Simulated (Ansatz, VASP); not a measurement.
HfTa: VASP beside Ansatz

Contents of INCAR:

```
PREC = Accurate
ENCUT = 600
EDIFF = 1E-6
ISMEAR = 0
SIGMA = 0.1
LREAL = F
LASPH = T
NELM = 60
ALGO = Normal
ISIF = 3
LWAVE = F
LCHARG = F
GGA = PE
IBRION = 2
NSW = 90
EDIFFG = -0.04
```

File KPOINTS:

```
regular mesh
0
Gamma
  6 6 4
```

The input POSCAR:

```
HfTa
1.0
    3.9218714609      0.0000000000      0.0000000000
   -1.9609357304      3.3964403155      0.0000000000
    0.0000000000      0.0000000000      6.2807418979
Hf Ta
2 2
Direct
    0.3333333333      0.6666666667      0.0000000000
    0.6666666667      0.3333333333      0.5000000000
    0.3333333333      0.6666666667      0.3821000000
    0.6666666667      0.3333333333      0.8821000000
```

Input for Ansatz:

```yaml
crystal:
  lattice:
    - [3.9218714609, 0.0, 0.0]
    - [-1.9609357304, 3.3964403155, 0.0]
    - [0.0, 0.0, 6.2807418979]
  atoms:
    - { symbol: Hf, position: [0.3333333333, 0.6666666667, 0.0] }
    - { symbol: Hf, position: [0.6666666667, 0.3333333333, 0.5] }
    - { symbol: Ta, position: [0.3333333333, 0.6666666667, 0.3821] }
    - { symbol: Ta, position: [0.6666666667, 0.3333333333, 0.8821] }
basis:
  ecutwfc: 420
kpoints:
  mp_grid: { grid: [6, 6, 4] }
hamiltonian:
  xc: pbe
scf:
  occupations: { method: gaussian, width: 0.1 }
  lower_state_search: "off"
output:
  forces: true
  stress: true
  eigenvalues: true
relax:
  adjacent_minimum: "off"
  f_tol: 0.04
  max_steps: 70
  cell: { stress_tol: 0.4 }
```

Alike in both runs: task relaxation of cell and atoms; functional PBE; k mesh 6 × 6 × 4; occupations gaussian, width 0.1 eV; no spin polarisation.

|  | VASP | Ansatz |
| --- | --- | --- |
| version | VASP 6.6.1 | Ansatz 0.2.0 |
| potentials or method | VASP PAW PBE potentials, release 64 (Hf_pv, Ta_pv), cutoff 600 eV | scalar-relativistic, plane waves, PAW |
| valence electrons in the cell | 42 | 78 |

```tsv
	VASP	Ansatz	Ansatz less VASP
gap on the k mesh at the Fermi level, each at its own relaxed structure (eV)	none	none	-
relaxed volume (Å³/atom)	27.83	27.93	+0.091
relaxed cell length with the largest relative difference (Å)	4.867	4.876	+0.0088
```

A gap of «none» marks a metal or a gap that the smearing closes. VASP's potentials hold 42 valence electrons a cell and Ansatz's 78, so a difference there can come from the potentials and not from the codes.

Neither program's run includes spin-orbit coupling. Noted on VASP's run: the volume moved by over 15 % at a fixed basis, so the end points are rough.
